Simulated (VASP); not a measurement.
The system is TaRu5.

```
Ta Ru
1.0
     4.73907    0.00000    0.00000
    -2.36954    4.10416    0.00000
     0.00000    0.00000    4.29882
Ta Ru
1 5
Direct
  0.00000 0.00000 0.50000
  0.00000 0.66667 0.00000
  0.66667 0.00000 0.00000
  0.33333 0.33333 0.00000
  0.33333 0.66667 0.50000
  0.66667 0.33333 0.50000
```

```yaml
Program: VASP 6.6.1
Task: relaxation of cell and atoms
Functional: PBE
Potentials_or_basis: VASP PAW PBE potentials, release 64 (Ta_pv, Ru_pv)
Cutoff: 600 eV
k_mesh: 6 × 6 × 4
Occupations: gaussian, width 0.1 eV
Spin: no spin polarisation
```

At the start: pressure 11.7 GPa; volume 13.94 Å³/atom.

**Question.** Where does the relaxation end?

**Answer.** Over 9 steps the energy falls by 29.3 meV/atom and the volume is 14.47 Å³/atom (+3.8 %); space group P-62m (No. 189, to 0.1 Å) before and after.

The path:
| step | energy change (eV) | largest force (eV/Å) | pressure (GPa) | volume (Å³) |
| --- | --- | --- | --- | --- |
| 1 | 0.0000 | 0.7929 | 11.67 | 83.61 |
| 2 | 0.6371 | 0.2592 | -23.75 | 96.51 |
| 3 | -0.1347 | 0.5570 | -1.34 | 87.18 |
| 4 | -0.1350 | 0.5646 | -0.86 | 87.03 |
| 5 | -0.1664 | 0.2544 | -0.13 | 86.79 |
| 6 | -0.1749 | 0.0357 | 0.64 | 86.59 |
| 7 | -0.1749 | 0.0207 | 0.71 | 86.57 |
| 8 | -0.1727 | 0.0030 | -1.74 | 87.34 |
| 9 | -0.1757 | 0.0129 | -0.11 | 86.83 |

Final structure:
```cif
data_structure
_symmetry_space_group_name_H-M 'P 1'
_symmetry_Int_Tables_number 1
_cell_length_a 4.7921
_cell_length_b 4.7921
_cell_length_c 4.3658
_cell_angle_alpha 90.000
_cell_angle_beta 90.000
_cell_angle_gamma 120.000
_cell_volume 86.83
loop_
_atom_site_label
_atom_site_type_symbol
_atom_site_fract_x
_atom_site_fract_y
_atom_site_fract_z
_atom_site_occupancy
Ta1 Ta 0.00000 0.00000 0.50000 1
Ru1 Ru 0.00000 0.65384 0.00000 1
Ru2 Ru 0.65384 0.00000 0.00000 1
Ru3 Ru 0.34616 0.34616 0.00000 1
Ru4 Ru 0.33333 0.66667 0.50000 1
Ru5 Ru 0.66667 0.33333 0.50000 1
```

Caveat: the k points lie up to 0.36 Å⁻¹ apart in the final cell, too coarse for converged energies and pressures of a metal.
